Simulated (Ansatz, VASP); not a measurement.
ZrC in VASP and in Ansatz

```
Zr C
1.0
     0.00000    2.35021    2.35021
     2.35021    0.00000    2.35021
     2.35021    2.35021    0.00000
Zr C
1 1
Direct
  0.50000 0.50000 0.50000
  0.00000 0.00000 0.00000
```

Alike in both runs: task single point; functional PBEsol; k mesh 15 × 15 × 15; occupations fermi-dirac, width 0.05 eV; no spin polarisation.

```csv
,VASP,Ansatz
version,VASP 6.6.1,Ansatz 0.2.0
potentials or method,"VASP PAW PBE potentials, release 64 (Zr_sv, C), cutoff 520 eV","all-electron LAPW, scalar-relativistic"
```

```csv
,VASP,Ansatz,Ansatz less VASP
pressure (GPa),-4.2,-4.5,-0.30
```

VASP's potentials were made for PBE, not for PBEsol. Ansatz ran all-electron here, and VASP with PAW potentials.
